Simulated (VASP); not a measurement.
# TiH4 (P6/mmm) in VASP: a series of runs, part 2 of 2

VASP 6.6.1. The steps go on from the part before.

**3. Single point, PBE**

This run uses another cell than the first one, of 10.47 Å³/atom.

INCAR

```
PREC = Accurate
ENCUT = 520
EDIFF = 1E-7
ISMEAR = 0
SIGMA = 0.1
LREAL = False
LASPH = True
NELM = 100
ALGO = Normal
ISIF = 2
LWAVE = False
LCHARG = False
GGA = PE
NBANDS = 16
```

KPOINTS

```
regular mesh
0
Gamma
  6 6 4
```

POSCAR

```
TiH4
1.0
    3.7139503100      0.0000000000      0.0000000000
   -1.8569751500      3.2163753100      0.0000000000
    0.0000000000      0.0000000000      4.3805798100
Ti H
1 4
Direct
    0.0000000000      0.0000000000      0.5000000000
    0.0000000000      0.0000000000      0.8958328000
    0.0000000000      0.0000000000      0.1041672000
    0.3333333300      0.6666666700      0.0000000000
    0.6666666700      0.3333333300      0.0000000000
```

Potentials or basis: VASP PAW PBE potentials, release 64 (Ti_sv, H).

On the command line:

```bash
$ cat potpaw_PBE.64/Ti_sv/POTCAR potpaw_PBE.64/H/POTCAR > POTCAR
$ mpirun -np 1 vasp_std > vasp.out
```

It took 47 s on 1 thread of Intel Xeon 8259CL, shared host; peak memory 0.17 GiB.

Results (log left out):

| Quantity | Value |
| --- | --- |
| Free energy | -15.1956 eV |
| Pressure | -10.3 GPa |
| Largest force | 1.679 eV/Å |
| Band gap on the k mesh | zero (bands 8 and 9 overlap by 0.92 eV) |

Forces on the atoms (eV/Å):
```
Ti   0.000  0.000  0.000
H    0.000  0.000  1.679
H    0.000  0.000 -1.679
H    0.000  0.000  0.000
H    0.000  0.000  0.000
```

Stress tensor (GPa, compression positive):
```
-11.87   0.00   0.00
  0.00 -11.87   0.00
  0.00   0.00  -7.30
```

Levels at points of the mesh, in eV from the Fermi level:
| k point | band 5 | band 6 | band 7 | band 8 | band 9 | band 10 | band 11 | band 12 |
| --- | --- | --- | --- | --- | --- | --- | --- | --- |
| (0.00, 0.00, 0.00) | -9.37 | -3.14 | 0.24 | 0.24 | 0.76 | 0.76 | 0.81 | 1.39 |
| (0.50, 0.00, 0.00) | -8.11 | -3.73 | -1.72 | -0.07 | 0.62 | 1.10 | 1.12 | 2.04 |
| (0.00, 0.00, 0.50) | -8.53 | -3.03 | -1.35 | -0.98 | 0.28 | 0.28 | 0.58 | 0.58 |
| (0.50, 0.00, 0.50) | -7.08 | -3.70 | -1.57 | -0.75 | -0.02 | 0.33 | 1.11 | 1.13 |

Caveat: the cell stands under tension; forces of over 1 eV/Å act on the atoms, so gaps and moduli don't describe the material at rest.

**4. Single point, PBE, collinear spin**

INCAR

```
SYSTEM = TiH4
PREC     = Accurate       ! precision mode
ENCUT    = 520            ! plane-wave cutoff, eV
EDIFF    = 1E-6           ! SCF threshold, eV
ISMEAR   = 0              ! smearing method
SIGMA    = 0.1            ! smearing width, eV
LREAL    = .FALSE.        ! projectors in reciprocal space
LASPH    = .TRUE.         ! aspherical terms in the spheres
NELM     = 150            ! most SCF steps
ALGO     = Normal         ! electronic algorithm
ISIF     = 2              ! what is computed and relaxed
LWAVE    = .FALSE.        ! write WAVECAR
LCHARG   = .FALSE.        ! write CHGCAR
ISPIN    = 2              ! spin polarisation
MAGMOM   = 1 0 0 0 0      ! initial moments
LORBIT   = 11             ! projections on sites
LMAXMIX  = 4              ! l up to which the mixer works
GGA      = PE             ! functional
NBANDS   = 20             ! bands
```

KPOINTS

```
regular mesh
0
G
  6 6 4
  0 0 0
```

POSCAR

```
TiH4
1.0
    2.9750368855      0.0000000000      0.0000000000
   -1.4875184427      2.5764575200      0.0000000000
    0.0000000000      0.0000000000      4.3282818219
Ti H
1 4
Direct
    0.0000000000      0.0000000000      0.5000000000
    0.0000000000      0.0000000000      0.9029351951
    0.0000000000      0.0000000000      0.0970648049
    0.3333333333      0.6666666667      0.0000000000
    0.6666666667      0.3333333333      0.0000000000
```

On the command line:

```bash
$ cat potpaw_PBE.64/Ti_sv/POTCAR potpaw_PBE.64/H/POTCAR > POTCAR
$ mpirun -np 1 vasp_std > vasp.out
```

Run time: 45 s. Hardware: 1 thread of Intel Xeon 8259CL, shared host; peak memory 0.17 GiB.

The run converged. Its results:

| Item | Value |
| --- | --- |
| Free energy | -16.3199 eV |
| Pressure | -0.5 GPa |
| Band gap on the k mesh | zero (filled and empty bands overlap) |
| Net moment | 0.00 μB per cell |
| Valence electrons inside the program's atomic spheres | Ti 10.25; H 0.61, 0.39 (each value once) |

Stress tensor (GPa, compression positive):
```
-0.59  0.00  0.00
 0.00 -0.59  0.00
 0.00  0.00 -0.26
```

Levels at points of the mesh, in eV from the Fermi level:
Spin up:
| k point | band 6 | band 7 | band 8 | band 9 | band 10 | band 11 |
| --- | --- | --- | --- | --- | --- | --- |
| (0.00, 0.00, 0.00) | -3.23 | -0.20 | 0.80 | 0.80 | 1.58 | 2.15 |
| (0.50, 0.00, 0.00) | -5.36 | -1.95 | -0.68 | 1.69 | 1.95 | 3.07 |
| (0.00, 0.00, 0.50) | -4.54 | -1.41 | 0.82 | 0.82 | 1.47 | 2.02 |
| (0.50, 0.00, 0.50) | -5.68 | -1.74 | -0.77 | 1.29 | 1.41 | 1.48 |
Spin down:
```
           k point  band 5  band 6  band 7  band 8  band 9  band 10  band 11  band 12
(0.00, 0.00, 0.00)  -12.65   -3.23   -0.20    0.80    0.80     1.58     2.15     2.15
(0.50, 0.00, 0.00)   -9.31   -5.36   -1.95   -0.68    1.69     1.95     3.07     3.67
(0.00, 0.00, 0.50)  -12.03   -4.54   -1.41    0.82    0.82     1.47     2.02     2.02
(0.50, 0.00, 0.50)   -8.49   -5.68   -1.74   -0.77    1.29     1.41     1.48     1.63
```

Caveat: the k points lie up to 0.41 Å⁻¹ apart, too coarse for converged energies and pressures of a metal.

**5. Relaxation of cell and atoms, PBE**

This run uses another cell than the first one, of 10.47 Å³/atom.

INCAR

```
SYSTEM = TiH4
PREC = Accurate ; ENCUT = 600
EDIFF = 1E-6 ; ISMEAR = 0
SIGMA = 0.1 ; LREAL = .False.
LASPH = .True. ; NELM = 80
ALGO = Normal ; ISIF = 3
LWAVE = .False. ; LCHARG = .False.
GGA = PE ; IBRION = 2
NSW = 90 ; EDIFFG = -0.04
```

KPOINTS

```
regular mesh
0
Gamma
  6 6 4
  0 0 0
```

POSCAR

```
TiH4
1.0
    3.7139503100      0.0000000000      0.0000000000
   -1.8569751500      3.2163753100      0.0000000000
    0.0000000000      0.0000000000      4.3805798100
Ti H
1 4
Direct
    0.0000000000      0.0000000000      0.5000000000
    0.0000000000      0.0000000000      0.8958328000
    0.0000000000      0.0000000000      0.1041672000
    0.3333333300      0.6666666700      0.0000000000
    0.6666666700      0.3333333300      0.0000000000
```

On the command line:

```bash
$ cat potpaw_PBE.64/Ti_sv/POTCAR potpaw_PBE.64/H/POTCAR > POTCAR
$ mpirun -np 1 vasp_std > vasp.out
```

Wall time 7.4 min (1 thread of Intel Xeon 8259CL, shared host); peak memory 0.2 GiB.

Results (log left out):

```
Free energy                           : -16.3254 eV
Relaxed volume                        : 6.59 Å³/atom
Relaxed cell                          : a = 2.963 Å, b = 2.963 Å, c = 4.331 Å, α = 90.00°, β = 90.00°, γ = 120.00°
Space group after relaxing (to 0.1 Å) : P6/mmm (No. 191)
Energy gained by relaxing             : 225.8 meV/atom
Ionic steps                           : 18
Pressure after relaxing               : 0.1 GPa
Largest force after relaxing          : 0.033 eV/Å
Band gap on the k mesh                : zero (bands 8 and 9 overlap by 1.55 eV)
```

Forces in eV/Å, atoms in the order of the input:
```
Ti   0.000  0.000  0.000
H    0.000  0.000  0.033
H    0.000  0.000 -0.033
H    0.000  0.000  0.000
H    0.000  0.000  0.000
```

Stress tensor (GPa, compression positive):
```
0.15 0.00 0.00
0.00 0.15 0.00
0.00 0.00 0.08
```

The path:
| step | energy change (eV) | largest force (eV/Å) | pressure (GPa) | volume (Å³) |
| --- | --- | --- | --- | --- |
| 1 | 0.0000 | 1.6825 | -10.29 | 52.33 |
| 2 | -0.4334 | 1.1761 | -8.71 | 47.40 |
| 3 | -0.4373 | 1.6834 | -8.33 | 47.02 |
| 4 | -0.7412 | 1.3342 | -6.45 | 42.27 |
| 5 | -0.9963 | 0.9396 | -1.15 | 36.38 |
| 6 | -0.5421 | 0.6356 | 30.20 | 26.18 |
| 7 | -1.0257 | 0.8955 | 1.89 | 34.42 |
| 8 | -1.0276 | 0.8613 | 2.99 | 33.83 |
| 9 | -1.0466 | 1.1046 | -0.61 | 34.58 |
| 10 | -1.0603 | 0.4469 | 0.66 | 34.26 |
| 11 | -1.0917 | 0.1365 | -0.96 | 34.63 |
| 12 | -1.1021 | 0.1333 | -2.24 | 34.94 |
| 13 | -1.1024 | 0.1861 | -2.48 | 35.00 |
| 14 | -1.1140 | 0.0120 | -2.42 | 34.58 |
| 15 | -1.1226 | 0.1827 | -2.05 | 33.94 |
| 16 | -1.1283 | 0.1442 | -0.25 | 33.13 |
| 17 | -1.1284 | 0.1004 | -0.51 | 33.23 |
| 18 | -1.1291 | 0.0332 | 0.13 | 32.93 |

Final structure:
```
Ti H
1.0
     2.96313    0.00000    0.00000
    -1.48157    2.56615    0.00000
     0.00000    0.00000    4.33086
Ti H
1 4
Direct
  0.00000 0.00000 0.50000
  0.00000 0.00000 0.90251
  0.00000 0.00000 0.09749
  0.33333 0.66667 0.00000
  0.66667 0.33333 0.00000
```

Levels at points of the mesh, in eV from the Fermi level:
```csv
k point,band 4,band 5,band 6,band 7,band 8,band 9,band 10,band 11,band 12
"(0.00, 0.00, 0.00)",-33.04,-12.71,-3.23,-0.25,0.81,0.81,1.62,2.18,2.18
"(0.50, 0.00, 0.00)",-33.13,-9.31,-5.39,-1.96,-0.69,1.72,1.98,3.12,3.71
"(0.00, 0.00, 0.50)",-33.04,-12.08,-4.57,-1.43,0.84,0.84,1.58,2.06,2.06
"(0.50, 0.00, 0.50)",-33.13,-8.49,-5.71,-1.75,-0.78,1.34,1.45,1.51,1.62
```

Caveat: the volume moved by over 15 % at a fixed basis, so the end points are rough.

**6. Summary**

```csv
task,spin,cell,cutoff (eV),gap on the mesh (eV),pressure (GPa),largest force (eV/Å)
single point,off,"a = 2.975, b = 2.975, c = 4.328 Å, angles 90.0, 90.0, 120.0°, 5 atoms, atomic positions A",520,none,-0.5,-
single point,off,"a = 3.714, b = 3.714, c = 4.381 Å, angles 90.0, 90.0, 120.0°, 5 atoms, atomic positions B",520,none,-10.3,1.68
single point,collinear,"a = 2.975, b = 2.975, c = 4.328 Å, angles 90.0, 90.0, 120.0°, 5 atoms, atomic positions A",520,none,-0.5,-
relaxation of cell and atoms,off,"relaxed from a = 3.714, b = 3.714, c = 4.381 Å, angles 90.0, 90.0, 120.0°, 5 atoms, atomic positions B",600,none,0.1,0.03
```

Alike in all rows: level PBE; potentials or basis VASP PAW PBE potentials, release 64 (Ti_sv, H); k mesh 6 × 6 × 4; smearing gaussian 0.1 eV.

Caveats: some runs use coarse meshes; the cell stands under tension (at least some runs); forces of over 1 eV/Å act on the atoms, so gaps and moduli don't describe the material at rest (at least some runs); the volume moved by over 15 % at a fixed basis, so the end points are rough (at least some runs).

Absolute energies hang on the potentials; compare differences alone.
